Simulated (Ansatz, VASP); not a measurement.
Two plane-wave programs on BAs

Contents of INCAR:

```
SYSTEM = BAs
ALGO = Normal
EDIFF = 1E-6
ENCUT = 560
GGA = CA
GGA_COMPAT = .FALSE.
ISIF = 2
ISMEAR = -1
LASPH = .TRUE.
LCHARG = .FALSE.
LREAL = .FALSE.
LWAVE = .FALSE.
NBANDS = 16
NELM = 120
PREC = Accurate
SIGMA = 0.05
```

KPOINTS

```
k-points
0
G
  15 15 15
  0 0 0
```

POSCAR

```
BAs
1.0
    0.0000000000      2.2675699192      2.2675699192
    2.2675699192      0.0000000000      2.2675699192
    2.2675699192      2.2675699192      0.0000000000
B As
1 1
Direct
    0.0000000000      0.0000000000      0.0000000000
    0.2500000000      0.2500000000      0.2500000000
```

Input for Ansatz:

```yaml
crystal:
  lattice:
    - [0.0, 2.2675699192, 2.2675699192]
    - [2.2675699192, 0.0, 2.2675699192]
    - [2.2675699192, 2.2675699192, 0.0]
  atoms:
    - { symbol: B, position: [0.0, 0.0, 0.0] }
    - { symbol: As, position: [0.25, 0.25, 0.25] }
kpoints:
  mp_grid: { grid: [15, 15, 15] }
scf:
  occupations: { method: fermi_dirac, width: 0.05 }
hamiltonian:
  xc: lda
  pseudopotentials: { kind: paw }
output:
  forces: true
  stress: true
  eigenvalues: true
  populations: true
```

Change from the starting cell: volume scaled by 0.88, PAW files.

Alike in both runs: task single point; functional LDA; k mesh 15 × 15 × 15; occupations fermi-dirac, width 0.05 eV; no spin polarisation.

|  | VASP | Ansatz |
| --- | --- | --- |
| version | VASP 6.6.1 | Ansatz 0.2.0 |
| potentials or method | VASP PAW LDA potentials, release 64 (B, As_d) | PAW with Ansatz's default frozen-core files, scalar-relativistic |
| plane-wave cutoff (eV) | 560 | 420 |
| valence electrons in the cell | 18 | 18 |

```csv
,VASP,Ansatz,Ansatz less VASP
pressure (GPa),24.7,24.2,-0.43
```

LDA's correlation is that of Perdew and Zunger in VASP and of Perdew and Wang (1992) in Ansatz.
